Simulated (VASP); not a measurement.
Input of a VASP 6.6.1 run:

File INCAR:

```
  PREC = Accurate
  ENCUT = 520
  EDIFF = 1E-7
  ISMEAR = -1
  SIGMA = 0.1
  LREAL = F
  LASPH = T
  NELM = 150
  ALGO = Normal
  ISIF = 2
  LWAVE = F
  LCHARG = F
  ISPIN = 2
  MAGMOM = 0 0.2 0 0 0
  LORBIT = 11
  LMAXMIX = 4
  LDAU = T
  LDAUTYPE = 2
  LDAUL = -1 2 -1
  LDAUU = 0 6.2 0
  LDAUJ = 0 0 0
  LDAUPRINT = 1
  GGA = PE
  NBANDS = 32
```

The input KPOINTS:

```
regular mesh
0
Gamma
  5 5 5
```

File POSCAR:

```
SrVO3
1.0
    3.8425000000      0.0000000000      0.0000000000
    0.0000000000      3.8425000000      0.0000000000
    0.0000000000      0.0000000000      3.8425000000
Sr V O
1 1 3
Direct
    0.0000000000      0.0000000000      0.0000000000
    0.5000000000      0.5000000000      0.5000000000
    0.5000000000      0.0000000000      0.5000000000
    0.0000000000      0.5000000000      0.5000000000
    0.5000000000      0.5000000000      0.0000000000
```

Potentials or basis: VASP PAW PBE potentials, release 64 (Sr_sv, V_sv, O).

Launch:

```bash
$ cat potpaw_PBE.64/Sr_sv/POTCAR potpaw_PBE.64/V_sv/POTCAR potpaw_PBE.64/O/POTCAR > POTCAR
$ mpirun -np 1 vasp_std > vasp.out
```

Problem. Estimate the net moment.

Solution. 1.00 μB per cell.

Problem. What does it give for the pressure?

Solution. 11.4 GPa.

Problem. Estimate the site moments.

Solution. Sr -0.00; V +1.25; O -0.09 μB.

Eigenvalues of the final occupation matrices:
```
    site  spin  trace               eigenvalues
site 2 d     1   2.03  0.30 0.30 0.47 0.47 0.47
site 2 d     2   0.80  0.08 0.08 0.08 0.27 0.27
```

The state reached can hang on the start; a lower one may exist.
